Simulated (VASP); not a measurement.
# Al3H in VASP: a series of runs, part 2 of 4

VASP 6.6.1.

## 3. Single point, PBE

This run uses another cell than the first one, of 14.79 Å³/atom.

Contents of INCAR:

```
  PREC = Accurate
  ENCUT = 520
  EDIFF = 1E-6
  ISMEAR = 0
  SIGMA = 0.1
  LREAL = F
  LASPH = T
  NELM = 80
  ALGO = Normal
  ISIF = 2
  LWAVE = F
  LCHARG = F
  GGA = PE
  NBANDS = 13
```

Contents of KPOINTS:

```
Automatic mesh
0
Gamma
  6 6 6
```

Contents of POSCAR:

```
Al3H
1.0
    3.9065127768      0.0000000000      0.0000000000
    0.0000000000      3.9065127768      0.0000000000
    0.0000000000      0.0000000000      3.8766984560
Al H
3 1
Direct
    0.0000000000      0.5000000000      0.5000000000
    0.5000000000      0.0000000000      0.5000000000
    0.5000000000      0.5000000000      0.0000000000
    0.0000000000      0.0000000000      0.0000000000
```

Potentials or basis: VASP PAW PBE potentials, release 64 (Al, H).

Launch:

```console
$ cat potpaw_PBE.64/Al/POTCAR potpaw_PBE.64/H/POTCAR > POTCAR
$ mpirun -np 1 vasp_std > vasp.out
```

OUTCAR:

```text
PREC = Accurate
   ENCUT = 520
   EDIFF = 1E-6
   ISMEAR = 0
   LREAL = F
   LASPH = T
   NELM = 80
   ISIF = 2
   GGA = PE

 ion  position               nearest neighbor table
   1  0.000  0.500  0.500-   3 2.75   3 2.75   3 2.75   3 2.75   2 2.76   2 2.76   2 2.76   2 2.76

   2  0.500  0.000  0.500-   3 2.75   3 2.75   3 2.75   3 2.75   1 2.76   1 2.76   1 2.76   1 2.76

   3  0.500  0.500  0.000-   1 2.75   2 2.75   1 2.75   2 2.75   2 2.75   2 2.75   1 2.75   1 2.75

   4  0.000  0.000  0.000-

  LATTYP: Found a simple tetragonal cell.
 ALAT       =     3.9065127768
 C/A-ratio  =     0.9923680473

  Lattice vectors:

 A1 = (   3.9065127768,   0.0000000000,   0.0000000000)
 A2 = (   0.0000000000,   3.9065127768,   0.0000000000)
 A3 = (   0.0000000000,   0.0000000000,   3.8766984560)

Analysis of symmetry for initial positions (statically):
=====================================================================
 Subroutine PRICEL returns:
 Original cell was already a primitive cell.

 Routine SETGRP: Setting up the symmetry group for a
 simple tetragonal supercell.

 Subroutine GETGRP returns: Found 16 space group operations
 (whereof 16 operations were pure point group operations)
 out of a pool of 16 trial point group operations.

The static configuration has the point symmetry D_4h.

Analysis of symmetry for dynamics (positions and initial velocities):
=====================================================================
 Subroutine PRICEL returns:
 Original cell was already a primitive cell.

 Routine SETGRP: Setting up the symmetry group for a
 simple tetragonal supercell.

 Subroutine GETGRP returns: Found 16 space group operations
 (whereof 16 operations were pure point group operations)
 out of a pool of 16 trial point group operations.

The dynamic configuration has the point symmetry D_4h.

[... 131 lines left out ...]
   LEPSILON=     F    determine dielectric tensor
   LRPA    =     F    only Hartree local field effects (RPA)
 non-spin polarized calculation
 Gauss-broadening in eV      SIGMA  =   0.10
  energy-cutoff  :      520.00
  volume of cell :       59.16
 maximum number of plane-waves:      1628
 NGX is ok and might be reduce to    30
   NGX = 15   NGY = 15   NGZ = 15

 number of electron      10.0000000 magnetization

 Free energy of the ion-electron system (eV)
  ---------------------------------------------------
  ext. energy  EPLUGINS =         0.00000000
  ---------------------------------------------------
  free energy    TOTEN  =       -12.65321939 eV

  energy without entropy =      -12.64087683  energy(sigma->0) =      -12.64704811

 E-fermi :   6.1232     XC(G=0):  -9.7723

 val. band max:        6.0911354071   @ k =   0.3333   0.0000   0.1667
 cond. band min:       6.1402642747   @ k =   0.0000   0.0000   0.0000
 fundamental gap:      0.0491288676
 Fermi energy:         6.1232364768

 k-point     1 :       0.0000    0.0000    0.0000
  band No.  band energies     occupation
      1      -4.2287      2.00000
      2       4.4082      2.00000
      3       4.7593      2.00000
      4       4.7593      2.00000
      5       4.8799      2.00000
      6       6.1403      0.80970
      7       6.2706      0.03718
      8      12.2958      0.00000
      9      13.4212      0.00000
     10      13.4867      0.00000
     11      13.4891      0.00000
     12      13.5115      0.00000
     13      13.5120      0.00000
[... 354 lines left out ...]
  band No.  band energies     occupation
      1      -1.1479      2.00000
      2      -0.4181      2.00000
      3       2.1904      2.00000
      4       2.6776      2.00000
      5       7.1780      0.00000
      6       7.9467      0.00000
      7       8.6899      0.00000
      8       9.3507      0.00000
      9      10.3555      0.00000
     10      11.4938      0.00000
     11      12.3653      0.00000
     12      12.9442      0.00000
     13      14.4509      0.00000

 [... further k-points ...]

------------------------ aborting loop because EDIFF is reached ----------------------------------------

  FORCE on cell =-STRESS in cart. coord.  units (eV):
  Direction    XX          YY          ZZ          XY          YZ          ZX
  --------------------------------------------------------------------------------------
  -------------------------------------------------------------------------------------
  Total        0.0573662      0.0573662      0.1157278      0.0000000     -0.0000000     -0.0000000
  in kB        1.5535528      1.5535528      3.1340638      0.0000000     -0.0000000     -0.0000000
  external PRESSURE =       2.0803898 kB  Pullay stress =       0.0000000 kB

 VOLUME and BASIS-vectors are now :
 -----------------------------------------------------------------------------
  energy-cutoff  :      520.00
  volume of cell :       59.16
      direct lattice vectors                 reciprocal lattice vectors
     3.906512777  0.000000000  0.000000000     0.255982780  0.000000000  0.000000000
     0.000000000  3.906512777  0.000000000     0.000000000  0.255982780  0.000000000
     0.000000000  0.000000000  3.876698456     0.000000000  0.000000000  0.257951453

 POSITION                                       TOTAL-FORCE (eV/Angst)
 -----------------------------------------------------------------------------------
      0.00000      1.95326      1.93835         0.000000      0.000000      0.000000
      1.95326      0.00000      1.93835         0.000000      0.000000      0.000000
      1.95326      1.95326      0.00000         0.000000      0.000000      0.000000
      0.00000      0.00000      0.00000         0.000000      0.000000      0.000000
 -----------------------------------------------------------------------------------
    total drift:                                0.000000      0.000000     -0.000000

  FREE ENERGIE OF THE ION-ELECTRON SYSTEM (eV)
  ---------------------------------------------------
  free  energy   TOTEN  =       -12.6532193868 eV

  energy  without entropy=      -12.6408768269  energy(sigma->0) =      -12.64704811
```

OSZICAR:

```text
N       E                     dE             d eps       ncg     rms          rms(c)
DAV:   1     0.173971207642E+01    0.17397E+01   -0.32831E+03  1040   0.586E+02
DAV:   2    -0.123883285458E+02   -0.14128E+02   -0.13485E+02  1305   0.745E+01
DAV:   3    -0.127887977094E+02   -0.40047E+00   -0.39581E+00  1385   0.103E+01
DAV:   4    -0.127921099602E+02   -0.33123E-02   -0.33119E-02  1220   0.116E+00
DAV:   5    -0.127921606843E+02   -0.50724E-04   -0.50724E-04  1361   0.150E-01    0.241E+00
DAV:   6    -0.126885456756E+02    0.10362E+00   -0.11111E-01  1245   0.112E+00    0.128E+00
DAV:   7    -0.126548389715E+02    0.33707E-01   -0.63714E-02  1253   0.105E+00    0.328E-01
DAV:   8    -0.126534181417E+02    0.14208E-02   -0.36516E-03  1250   0.310E-01    0.958E-02
DAV:   9    -0.126532170682E+02    0.20107E-03   -0.45258E-04  1160   0.961E-02    0.262E-02
DAV:  10    -0.126532185540E+02   -0.14858E-05   -0.99168E-06  1351   0.188E-02    0.172E-02
DAV:  11    -0.126532196649E+02   -0.11109E-05   -0.38878E-07   725   0.378E-03    0.441E-03
DAV:  12    -0.126532193868E+02    0.27804E-06   -0.82081E-08   660   0.155E-03
   1 F= -.12653219E+02 E0= -.12647048E+02  d E =-.123426E-01
```

Wall time 11 s (1 thread of Intel Xeon Platinum 8559C (Emerald Rapids), shared host); peak memory 0.17 GiB.

What came out:

- Free energy: -12.6532 eV
- Pressure: 0.2 GPa
- Band gap on the k mesh: zero (bands 5 and 6 overlap by 4.39 eV)

Levels at points of the mesh, in eV from the Fermi level:
```csv
k point,band 1,band 2,band 3,band 4,band 5,band 6,band 7,band 8,band 9,band 10
"(0.00, 0.00, 0.00)",-10.35,-1.72,-1.36,-1.36,-1.24,0.02,0.15,6.17,7.30,7.36
"(0.50, 0.00, 0.00)",-8.30,-7.59,0.13,0.26,0.32,1.77,1.88,1.92,2.22,2.67
"(0.50, 0.50, 0.00)",-6.42,-5.36,-5.36,-5.19,1.89,2.31,3.08,3.08,4.32,4.98
"(0.00, 0.00, 0.50)",-8.26,-7.56,0.18,0.18,0.29,1.78,1.78,1.92,2.15,2.62
"(0.50, 0.00, 0.50)",-6.38,-5.32,-5.31,-5.17,1.81,2.20,2.99,3.02,4.20,4.86
"(0.50, 0.50, 0.50)",-4.58,-3.43,-3.42,-3.42,-3.31,-2.50,-2.50,-2.46,10.51,12.82
```

[end of part 2 of 4]

The gap in the log of VASP goes by the Fermi energy; the results here count the filled bands.